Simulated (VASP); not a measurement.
# Ru: single point with PBEsol

The system is Ru.

```
Ru
1.0
     2.71847    0.00000    0.00000
    -1.35923    2.35426    0.00000
     0.00000    0.00000    4.22939
Ru
2
Direct
  0.33333 0.66667 0.25000
  0.66667 0.33333 0.75000
```

This cell differs from its parent crystal: volume 13.534 Å^3 an atom, c/a of the conventional cell 1.5558.

```yaml
Program: VASP 6.6.1
Task: single point
Functional: PBEsol
Potentials_or_basis: VASP PAW PBE potentials, release 64 (Ru_pv)
Cutoff: 520 eV
k_mesh: 21 × 21 × 12
Occupations: gaussian, width 0.15 eV
Spin: no spin polarisation
Dipole_correction: no
Further_INCAR_settings: ALGO = Fast; EDIFF = 1e-07; NBANDS = 21
```

```json
{"Pressure": "-5.1 GPa", "Band gap on the k mesh": "zero (band 14 reaches 14.27 eV, above the bottom of band 15 at 11.04 eV)"}
```

Stress tensor (GPa, compression positive):
```
-7.17  0.00  0.00
 0.00 -7.17  0.00
 0.00  0.00 -0.91
```

Levels at points of the mesh, in eV from the Fermi level:
```
           k point  band 12  band 13  band 14  band 15  band 16  band 17
(0.00, 0.00, 0.00)    -1.92    -1.92    -1.54    -1.54     1.18     1.18
(0.00, 0.00, 0.50)    -2.86    -2.67    -2.67     0.56     0.56     0.56
```

Wall time 2.3 min on 1 thread of AMD EPYC 7R13 Processor (Zen 3), with other jobs on the host, peak memory 0.22 GiB.

Caveat: the PAW data sets were made with another functional, which shifts forces and pressure a little.
